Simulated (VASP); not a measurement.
Runs of VASP 6.6.1 on Cu2As3. The structure is that of space group P-3m1 (No. 164), or close to it. The cells are those of the table. 

| cell | gap on the mesh (eV) | pressure (GPa) | largest force (eV/Å) |
| --- | --- | --- | --- |
| a = 4.128, b = 4.128, c = 6.197 Å, angles 90.0, 90.0, 120.0°, 5 atoms | none | (b) | 0.12 |
| a = 4.093, b = 4.093, c = 6.144 Å, angles 90.0, 90.0, 120.0°, 5 atoms | none | (a) | 0.08 |
| a = 3.984, b = 3.984, c = 5.980 Å, angles 90.0, 90.0, 120.0°, 5 atoms | none | 4.5 | 0.13 |
| a = 4.057, b = 4.057, c = 6.090 Å, angles 90.0, 90.0, 120.0°, 5 atoms | none | -1.4 | 0.10 |
| a = 4.163, b = 4.163, c = 6.248 Å, angles 90.0, 90.0, 120.0°, 5 atoms | none | (c) | 0.15 |

Alike in all rows: task single point; level r2SCAN; potentials or basis VASP PAW PBE potentials, release 64 (Cu, As); no spin polarisation; k mesh 7 × 7 × 4; cutoff (eV) 520; smearing methfessel-paxton 0.1 eV.

Estimate the missing entries.

(a) -3.8; (b) -5.8; (c) -7.5.

Caveats: the PAW data sets were made with another functional, which shifts forces and pressure a little.

A k mesh can miss the band edges, and the runs leave out spin-orbit coupling on As.

A gap of «none» marks levels without a gap at the run's occupations.
